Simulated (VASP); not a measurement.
A run of VASP 6.6.1:

The input INCAR:

```
  ALGO = Normal
  EDIFF = 1E-6
  EDIFFG = -0.01
  ENCUT = 600
  GGA = PE
  IBRION = 2
  ISIF = 3
  ISMEAR = 0
  LASPH = T
  LCHARG = F
  LREAL = F
  LWAVE = F
  NELM = 80
  NSW = 100
  PREC = Accurate
  SIGMA = 0.1
```

Contents of KPOINTS:

```
k-points
0
Gamma
  12 12 12
```

Contents of POSCAR:

```
Li3H2
1.0
   -1.8231137991      1.8231137991      4.7338299860
    1.8231137991     -1.8231137991      4.7338299860
    1.8231137991      1.8231137991     -4.7338299860
Li H
3 2
Direct
    0.2500000000      0.7500000000      0.5000000000
    0.7500000000      0.2500000000      0.5000000000
    0.5000000000      0.5000000000      0.0000000000
    0.3061968203      0.3061968203      0.0000000000
    0.6938031797      0.6938031797      0.0000000000
```

Potentials or basis: VASP PAW PBE potentials, release 64 (Li_sv, H).

Run with:

```sh
$ cat potpaw_PBE.64/Li_sv/POTCAR potpaw_PBE.64/H/POTCAR > POTCAR
$ mpirun -np 1 vasp_std > vasp.out
```

Hardware: 1 thread of AMD EPYC 9R45 96-Core Processor (Zen 5) (shared host).

How long does it take, and how much memory?

It took 3.9 min on 1 thread of AMD EPYC 9R45 96-Core Processor (Zen 5), with other jobs on the host, peak memory 0.35 GiB. Counts: scf iterations 22, k points 163, ion steps 3.
